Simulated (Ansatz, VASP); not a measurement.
**MnAu: VASP beside Ansatz**

```
CELL_PARAMETERS angstrom
3.20776 0.00000 0.00000
0.00000 3.20776 0.00000
0.00000 0.00000 6.41552
ATOMIC_POSITIONS crystal
Mn 0.50000 0.50000 0.25000
Mn 0.50000 0.50000 0.75000
Au 0.00000 0.00000 0.00000
Au 0.00000 0.00000 0.50000
```

Alike in both runs: task single point; functional LDA; k mesh 9 × 9 × 5; occupations fermi-dirac, width 0.025 eV; collinear spin.

```csv
,VASP,Ansatz
version,VASP 6.6.1,Ansatz 0.2.0
potentials or method,"VASP PAW LDA potentials, release 64 (Mn_pv, Au)","PAW with Ansatz's default frozen-core files, scalar-relativistic"
plane-wave cutoff (eV),520,420
valence electrons in the cell,48,68
```

|  | VASP | Ansatz | Ansatz less VASP |
| --- | --- | --- | --- |
| net moment per atom (μB) | 0.00 | 0.00 | 0.000 |
| size of the moment on the site where the two differ most (μB) | 3.77 | 3.84 | +0.074 |

LDA's correlation is that of Perdew and Zunger in VASP and of Perdew and Wang (1992) in Ansatz. Site moments also hang on the region over which each program counts them. VASP's potentials hold 48 valence electrons a cell and Ansatz's 68, so a difference there can come from the potentials and not from the codes.

Spin-orbit coupling is off throughout.
